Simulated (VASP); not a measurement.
# SnO (P4/nmm) in VASP: further runs

SnO is run at these levels: r2SCAN; tasks: single point.

Everything below comes from runs of VASP 6.6.1. Logs are shortened: lines on timing, memory, paths and dates and some standing lists are left out, and cuts for length are marked.

## (1) The cell of the first run

Symmetry: P4/nmm, No. 129, tetragonal system. The conventional cell has a = 3.788 Å, b = 3.788 Å, c = 4.854 Å, α = 90.00°, β = 90.00°, γ = 90.00°. Sn (site symmetry 4mm) has 4 O at 2.21 Å within 2.9 Å. O (site symmetry -4m2) has 4 Sn at 2.21 Å and 4 O at 2.68 Å within 2.9 Å.

## (2) Single point, r2SCAN

Input file POSCAR:

```
SnO
1.0
    3.7880991788      0.0000000000      0.0000000000
    0.0000000000      3.7880991788      0.0000000000
    0.0000000000      0.0000000000      4.8541142359
Sn O
2 2
Direct
    0.5000000000      0.0000000000      0.7646261400
    0.0000000000      0.5000000000      0.2353738600
    0.0000000000      0.0000000000      0.0000000000
    0.5000000000      0.5000000000      0.0000000000
```

Input file INCAR.step1:

```
SYSTEM = SnO
PREC     = Accurate       ! precision mode
ENCUT    = 520            ! plane-wave cutoff, eV
ISMEAR   = -1             ! smearing method
SIGMA    = 0.05           ! smearing width, eV
LREAL    = .False.        ! projectors in reciprocal space
LASPH    = .True.         ! aspherical terms in the spheres
NELM     = 60             ! most SCF steps
NBANDS   = 28             ! bands
GGA      = PE             ! functional
ALGO     = Normal         ! electronic algorithm
EDIFF    = 1E-4           ! SCF threshold, eV
LWAVE    = .True.         ! write WAVECAR
LCHARG   = .False.        ! write CHGCAR
```

Input file INCAR.step2:

```
SYSTEM = SnO
PREC     = Accurate       ! precision mode
ENCUT    = 520            ! plane-wave cutoff, eV
EDIFF    = 1E-6           ! SCF threshold, eV
ISMEAR   = -1             ! smearing method
SIGMA    = 0.05           ! smearing width, eV
LREAL    = .False.        ! projectors in reciprocal space
LASPH    = .True.         ! aspherical terms in the spheres
NELM     = 60             ! most SCF steps
ALGO     = Normal         ! electronic algorithm
ISIF     = 2              ! what is computed and relaxed
LWAVE    = .False.        ! write WAVECAR
LCHARG   = .False.        ! write CHGCAR
METAGGA  = R2SCAN         ! meta-GGA
LMIXTAU  = .True.       
NBANDS   = 28             ! bands
ISTART   = 1
```

Input file KPOINTS:

```
Automatic mesh
0
Gamma
  7 7 6
  0 0 0
```

Potentials or basis: VASP PAW PBE potentials, release 64 (Sn_d, O).

The run is started by

```
$ cat potpaw_PBE.64/Sn_d/POTCAR potpaw_PBE.64/O/POTCAR > POTCAR
$ cp INCAR.step1 INCAR
$ mpirun -np 1 vasp_std > vasp.out
$ cp INCAR.step2 INCAR
$ mpirun -np 1 vasp_std > vasp.out
```

OUTCAR:

```text
SYSTEM = SnO
   PREC = Accurate
   ENCUT = 520
   EDIFF = 1E-6
   ISMEAR = -1
   LREAL = .False.
   LASPH = .True.
   NELM = 60
   ISIF = 2
   METAGGA = R2SCAN
   ISTART = 1

 ion  position               nearest neighbor table
   1  0.500  0.000  0.765-   3 2.21   4 2.21   4 2.21   3 2.21   2 3.52   2 3.52   2 3.52   2 3.52
                             2 3.71   2 3.71   2 3.71   2 3.71
   2  0.000  0.500  0.235-   3 2.21   4 2.21   3 2.21   4 2.21   1 3.52   1 3.52   1 3.52   1 3.52
                             1 3.71   1 3.71   1 3.71   1 3.71
   3  0.000  0.000  0.000-   1 2.21   2 2.21   2 2.21   1 2.21
   4  0.500  0.500  0.000-   1 2.21   2 2.21   1 2.21   2 2.21

  LATTYP: Found a simple tetragonal cell.
 ALAT       =     3.7880991788
 C/A-ratio  =     1.2814116016

  Lattice vectors:

 A1 = (   3.7880991788,   0.0000000000,   0.0000000000)
 A2 = (   0.0000000000,   3.7880991788,   0.0000000000)
 A3 = (   0.0000000000,   0.0000000000,   4.8541142359)

Analysis of symmetry for initial positions (statically):
=====================================================================
 Subroutine PRICEL returns:
 Original cell was already a primitive cell.

 Routine SETGRP: Setting up the symmetry group for a
 simple tetragonal supercell.

 Subroutine GETGRP returns: Found 16 space group operations
 (whereof  8 operations were pure point group operations)
 out of a pool of 16 trial point group operations.

The static configuration has the point symmetry D_2d.
 The point group associated with its full space group is D_4h.

Analysis of symmetry for dynamics (positions and initial velocities):
=====================================================================
 Subroutine PRICEL returns:
 Original cell was already a primitive cell.

 Routine SETGRP: Setting up the symmetry group for a
 simple tetragonal supercell.

 Subroutine GETGRP returns: Found 16 space group operations
 (whereof  8 operations were pure point group operations)
 out of a pool of 16 trial point group operations.

The dynamic configuration has the point symmetry D_2d.
 The point group associated with its full space group is D_4h.

 Subroutine INISYM returns: Found 16 space group operations
 (whereof  8 operations are pure point group operations),
 and found     1 'primitive' translations

[... 93 lines left out ...]
   LNONCOLLINEAR =      F non collinear calculations
   LSORBIT =      F    spin-orbit coupling
   LASPH  =      T    aspherical Exc in radial PAW
   ENCUT  =  520.0 eV  38.22 Ry    6.18 a.u.   7.04  7.04  9.03*2*pi/ulx,y,z
   NELM   =     60;   NELMIN=  2; NELMDL=  0     # of ELM steps
   EDIFF  = 0.1E-05   stopping-criterion for ELM
   LREAL  =      F    real-space projection
   EDIFFG = 0.1E-04   stopping-criterion for IOM
   NSW    =      0    number of steps for IOM
   IBRION =     -1    ionic relax: 0-MD 1-quasi-New 2-CG
   NFREE  =      0    steps in history (QN), initial steepest desc. (CG)
   ISIF   =      2    stress and relaxation
   ISYM   =      2    0-nonsym 1-usesym 2-fastsym
   POTIM  = 0.5000    time-step for ionic-motion
   TEBEG  =    0.0;   TEEND  =   0.0 temperature during run
   PSTRESS=    0.0 pullay stress
   NELECT =      40.0000    total number of electrons
   NUPDOWN=      -1.0000    fix difference up-down
   EMIN   =  10.00;   EMAX   =-10.00  energy-range for DOS
   EFERMI =   0.00;   METHOD = LEGACY
   ISMEAR =    -1;   SIGMA  =   0.05  broadening in eV -4-tet -1-fermi 0-gaus
   EFERMI_NEDOS =   21; number of points for ismear=-14 and -15
   IALGO  =     38    algorithm
   IMIX   =      4    mixing-type and parameters
     AMIX     =   0.40;   BMIX     =  1.00
     AMIX_MAG =   1.60;   BMIX_MAG =  1.00
  volume/ion in A,a.u.               =      17.41       117.51
  Fermi-wavevector in a.u.,A,eV,Ry     =   1.360747  2.571438 25.192975  1.851631
  Thomas-Fermi vector in A             =   2.487382
   LORBIT       =      0    0 simple, 1 ext, 2 COOP (PROOUT), +10 PAW based schemes
   METAGGA = R2SCAN    functional components
   LHFCALC =     F    Hartree Fock is set to
   AEXX    =    0.0000 exact exchange contribution
   IVDW    =     0    specifies the selected vdW correction
   LEPSILON=     F    determine dielectric tensor
   LRPA    =     F    only Hartree local field effects (RPA)
 non-spin polarized calculation
  energy-cutoff  :      520.00
  volume of cell :       69.66
 maximum number of plane-waves:      1896
   NGX = 15   NGY = 15   NGZ = 19

 number of electron      39.9999999 magnetization

 Free energy of the ion-electron system (eV)
  ---------------------------------------------------
  ext. energy  EPLUGINS =         0.00000000
  ---------------------------------------------------
  free energy    TOTEN  =       -66.89277964 eV

  energy without entropy =      -66.89262403  energy(sigma->0) =      -66.89270184

 E-fermi :   7.4889     XC(G=0): -10.9593

 val. band max:        7.2968662248   @ k =   0.0000   0.0000   0.0000
 cond. band min:       7.7185857186   @ k =   0.4286   0.4286   0.0000
 fundamental gap:      0.4217194938
 Fermi energy:         7.4888615208

 k-point     1 :       0.0000    0.0000    0.0000
  band No.  band energies     occupation
      1     -15.7686      2.00000
      2     -15.1657      2.00000
      3     -15.1531      2.00000
      4     -15.1531      2.00000
      5     -15.0997      2.00000
      6     -15.0789      2.00000
[... 733 lines left out ...]
     27      16.5861      0.00000
     28      17.4473      0.00000

 [... further k-points ...]

------------------------ aborting loop because EDIFF is reached ----------------------------------------

  FORCE on cell =-STRESS in cart. coord.  units (eV):
  Direction    XX          YY          ZZ          XY          YZ          ZX
  --------------------------------------------------------------------------------------
  -------------------------------------------------------------------------------------
  Total        1.0139419      1.0139419      0.8307378      0.0000000      0.0000000      0.0000000
  in kB       23.3222791     23.3222791     19.1082917      0.0000000      0.0000000      0.0000000
  external PRESSURE =      21.9176167 kB  Pullay stress =       0.0000000 kB

 VOLUME and BASIS-vectors are now :
 -----------------------------------------------------------------------------
  energy-cutoff  :      520.00
  volume of cell :       69.66
      direct lattice vectors                 reciprocal lattice vectors
     3.788099179  0.000000000  0.000000000     0.263984641  0.000000000  0.000000000
     0.000000000  3.788099179  0.000000000     0.000000000  0.263984641  0.000000000
     0.000000000  0.000000000  4.854114236     0.000000000  0.000000000  0.206010809

 POSITION                                       TOTAL-FORCE (eV/Angst)
 -----------------------------------------------------------------------------------
      1.89405      0.00000      3.71158         0.000000      0.000000     -0.312715
      0.00000      1.89405      1.14253        -0.000000      0.000000      0.312715
      0.00000      0.00000      0.00000         0.000000     -0.000000     -0.000000
      1.89405      1.89405      0.00000        -0.000000      0.000000     -0.000000
 -----------------------------------------------------------------------------------
    total drift:                                0.000000      0.000000      0.000000

  FREE ENERGIE OF THE ION-ELECTRON SYSTEM (eV)
  ---------------------------------------------------
  free  energy   TOTEN  =       -66.8927796432 eV

  energy  without entropy=      -66.8926240315  energy(sigma->0) =      -66.89270184
```

OUTCAR.step1:

```text
SYSTEM = SnO
   PREC = Accurate
   ENCUT = 520
   ISMEAR = -1
   LREAL = .False.
   LASPH = .True.
   NELM = 60
[... 975 lines left out ...]
      0.00000      1.89405      1.14253         0.000000      0.000000      0.755162
      0.00000      0.00000      0.00000        -0.000000      0.000000      0.000000
      1.89405      1.89405      0.00000         0.000000     -0.000000      0.000000
 -----------------------------------------------------------------------------------
    total drift:                                0.000000      0.000000      0.000000

  FREE ENERGIE OF THE ION-ELECTRON SYSTEM (eV)
  ---------------------------------------------------
  free  energy   TOTEN  =       -22.6406931689 eV

  energy  without entropy=      -22.6401889035  energy(sigma->0) =      -22.64044104
```

OSZICAR.step1:

```text
N       E                     dE             d eps       ncg     rms          rms(c)
DAV:   1     0.415649293123E+03    0.41565E+03   -0.19943E+04  2316   0.221E+03
DAV:   2     0.365926310694E+02   -0.37906E+03   -0.36332E+03  2312   0.540E+02
DAV:   3    -0.233552330431E+02   -0.59948E+02   -0.58774E+02  2540   0.180E+02
DAV:   4    -0.262479048140E+02   -0.28927E+01   -0.28772E+01  2528   0.421E+01
DAV:   5    -0.263178872302E+02   -0.69982E-01   -0.69973E-01  2516   0.709E+00    0.117E+01
DAV:   6    -0.226499268828E+02    0.36680E+01   -0.16394E+01  3588   0.443E+01    0.487E+00
DAV:   7    -0.226591493902E+02   -0.92225E-02   -0.19667E+00  2676   0.850E+00    0.249E+00
DAV:   8    -0.226476222185E+02    0.11527E-01   -0.27775E-01  3096   0.374E+00    0.813E-01
DAV:   9    -0.226396970252E+02    0.79252E-02   -0.48339E-02  3472   0.237E+00    0.231E-01
DAV:  10    -0.226408822907E+02   -0.11853E-02   -0.67061E-03  2996   0.734E-01    0.123E-01
DAV:  11    -0.226406595466E+02    0.22274E-03   -0.15883E-03  3380   0.389E-01    0.231E-02
DAV:  12    -0.226406931689E+02   -0.33622E-04   -0.23927E-04  2136   0.874E-02
   1 F= -.22640693E+02 E0= -.22640441E+02  d E =-.504265E-03
```

Run time: 5.5 min. Hardware: 1 thread of Intel Xeon 8259CL, shared host; peak memory 0.21 GiB.

What came out:

```
Free energy            : -66.8928 eV
Pressure               : 2.2 GPa
Largest force          : 0.313 eV/Å
Band gap on the k mesh : 0.42 eV (least direct gap 2.36 eV)
```

Forces in eV/Å, atoms in the order of the input:
```
Sn   0.000  0.000 -0.313
Sn   0.000  0.000  0.313
O    0.000  0.000  0.000
O    0.000  0.000  0.000
```

Caveat: the PAW data sets were made with another functional, which shifts forces and pressure a little; spin-orbit coupling is left out, which moves the levels of the heavy elements; an odd mesh through Γ misses points on the zone boundary, where band edges can lie.

## (3) Single point, r2SCAN

This run uses another cell than the first one, of 17.77 Å³/atom.

Input file INCAR:

```
SYSTEM = SnO
METAGGA = R2SCAN
ISMEAR = 0
SIGMA = 0.03
LWAVE = .False.
LCHARG = .False.
ISIF = 2
PREC = Accurate
LASPH = .True.
LREAL = .False.
ALGO = Normal
EDIFF = 1E-6
NELM = 120
GGA_COMPAT = .False.
ENCUT = 520
EFERMI = MIDGAP
LMIXTAU = .True.
KPAR = 4
NBANDS = 32
```

Input file KPOINTS:

```
Automatic mesh
0
Gamma
  6 6 5
  0 0 0
```

Input file POSCAR:

```
SnO
1.0
    3.8136952200      0.0000000000      0.0000000000
    0.0000000000      3.8136952200      0.0000000000
    0.0000000000      0.0000000000      4.8869133000
Sn O
2 2
Direct
    0.5000000000      0.0000000000      0.7646261400
    0.0000000000      0.5000000000      0.2353738600
    0.0000000000      0.0000000000      0.0000000000
    0.5000000000      0.5000000000      0.0000000000
```

Potentials or basis: VASP PAW PBE potentials, release 64 (Sn_d, O).

The run is started by

```
$ cat potpaw_PBE.64/Sn_d/POTCAR potpaw_PBE.64/O/POTCAR > POTCAR
$ mpirun -np 4 vasp_std > vasp.out
```

OUTCAR:

```text
SYSTEM = SnO
   METAGGA = R2SCAN
   ISMEAR = 0
   ISIF = 2
   PREC = Accurate
   LASPH = .True.
   LREAL = .False.
   EDIFF = 1E-6
   NELM = 120
   ENCUT = 520
   EFERMI = MIDGAP

 Found     30 irreducible k-points:

 Following reciprocal coordinates:
            Coordinates               Weight
  0.000000  0.000000  0.000000      1.000000
  0.166667  0.000000  0.000000      4.000000
  0.333333  0.000000  0.000000      4.000000
  0.500000  0.000000  0.000000      2.000000
  0.166667  0.166667  0.000000      4.000000
  0.333333  0.166667  0.000000      8.000000
   k-points           NKPTS =     30   k-points in BZ     NKDIM =     30   number of bands    NBANDS=     32
   number of dos      NEDOS =    301   number of ions     NIONS =      4
   total plane-waves  NPLWV =  28224
   dimension x,y,z NGX =    28 NGY =   28 NGZ =   36
   dimension x,y,z NGXF=    56 NGYF=   56 NGZF=   72
   ions per type =               2   2
   NGX,Y,Z   is equivalent  to a cutoff of  12.21, 12.21, 12.25 a.u.
   NGXF,Y,Z  is equivalent  to a cutoff of  24.41, 24.41, 24.49 a.u.
 SYSTEM =  SnO
   PREC   = accura    normal or accurate (medium, high low for compatibility)
   ISTART =      0    job   : 0-new  1-cont  2-samecut
   ICHARG =      2    charge: 1-file 2-atom 10-const
   ISPIN  =      1    spin polarized calculation?
[... 63 lines left out ...]
 fundamental gap:      0.2864175424
 Fermi energy:         7.1167163152

 k-point     1 :       0.0000    0.0000    0.0000
  band No.  band energies     occupation
      1     -15.9451      2.00000
      2     -15.3975      2.00000
      3     -15.3840      2.00000
      4     -15.3840      2.00000
      5     -15.3386      2.00000
      6     -15.3154      2.00000
[... 199 lines left out ...]
     31      20.5025      0.00000
     32      21.5897      0.00000

 [... further k-points ...]

------------------------ aborting loop because EDIFF is reached ----------------------------------------

  FORCE on cell =-STRESS in cart. coord.  units (eV):
  Direction    XX          YY          ZZ          XY          YZ          ZX
  --------------------------------------------------------------------------------------
  -------------------------------------------------------------------------------------
  Total        0.0316137      0.0316137      0.0915946      0.0000000     -0.0000000      0.0000000
  in kB        0.7126218      0.7126218      2.0646851      0.0000000     -0.0000000      0.0000000
  external PRESSURE =       1.1633096 kB  Pullay stress =       0.0000000 kB

 VOLUME and BASIS-vectors are now :
 -----------------------------------------------------------------------------
  energy-cutoff  :      520.00
  volume of cell :       71.08
      direct lattice vectors                 reciprocal lattice vectors
     3.813695220  0.000000000  0.000000000     0.262212878  0.000000000  0.000000000
     0.000000000  3.813695220  0.000000000     0.000000000  0.262212878  0.000000000
     0.000000000  0.000000000  4.886913300     0.000000000  0.000000000  0.204628144

 POSITION                                       TOTAL-FORCE (eV/Angst)
 -----------------------------------------------------------------------------------
      1.90685      0.00000      3.73666         0.000000      0.000000     -0.013242
      0.00000      1.90685      1.15025        -0.000000      0.000000      0.013242
      0.00000      0.00000      0.00000         0.000000     -0.000000      0.000000
      1.90685      1.90685      0.00000         0.000000      0.000000      0.000000
 -----------------------------------------------------------------------------------
    total drift:                                0.000000      0.000000      0.000000

  FREE ENERGIE OF THE ION-ELECTRON SYSTEM (eV)
  ---------------------------------------------------
  free  energy   TOTEN  =       -66.9040317268 eV

  energy  without entropy=      -66.9040317268  energy(sigma->0) =      -66.90403173
```

Run time: 56 s. Hardware: 4 MPI ranks of Intel Xeon 6975P-C (Granite Rapids), shared host; peak memory 0.19 GiB.

What came out:

| Property | Result |
| --- | --- |
| Free energy | -66.9040 eV |
| Pressure | 0.1 GPa |
| Largest force | 0.013 eV/Å |
| Band gap on the k mesh | 0.29 eV (least direct gap 2.37 eV) |

Forces on the atoms (eV/Å):
```
Sn   0.000  0.000 -0.013
Sn   0.000  0.000  0.013
O    0.000  0.000  0.000
O    0.000  0.000  0.000
```

Caveat: the PAW data sets were made with another functional, which shifts forces and pressure a little; spin-orbit coupling is left out, which moves the levels of the heavy elements; an odd mesh through Γ misses points on the zone boundary, where band edges can lie.
